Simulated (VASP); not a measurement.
In3As, 4 atoms in the cell. Symmetry: Pm-3m, No. 221, cubic system. The conventional cell has a = 4.461 Å, b = 4.461 Å, c = 4.461 Å, α = 90.00°, β = 90.00°, γ = 90.00°. Within 4.2 Å of In (site symmetry 4/mmm) lie 8 In at 3.15 Å and 4 As at 3.15 Å. Within 4.2 Å of As (site symmetry m-3m) lie 12 In at 3.15 Å. 

| Quantity | Value |
| --- | --- |
| Program | VASP 6.6.1 |
| Task | single point |
| Functional | PBEsol |
| Potentials or basis | VASP PAW PBE potentials, release 64 (In_d, As) |
| Cutoff | 520 eV |
| k mesh | 6 × 6 × 6 |
| Occupations | fermi-dirac, width 0.05 eV |
| Spin | no spin polarisation |
| Dipole correction | no |
| Further INCAR settings | ALGO = Normal; EDIFF = 1e-06; NBANDS = 30 |

Potentials or basis: VASP PAW PBE potentials, release 64 (In_d, As).

The run is started by

```bash
$ cat potpaw_PBE.64/In_d/POTCAR potpaw_PBE.64/As/POTCAR > POTCAR
$ mpirun -np 1 vasp_std > vasp.out
```

Hardware: 1 thread of AMD EPYC 9R45 (Zen 5), on a shared host.

Q: How long does it take, and how much memory?

A: It took 26 s on 1 thread of AMD EPYC 9R45 (Zen 5) (shared host), peak memory 0.19 GiB. Counts: scf iterations 11, k points 20.
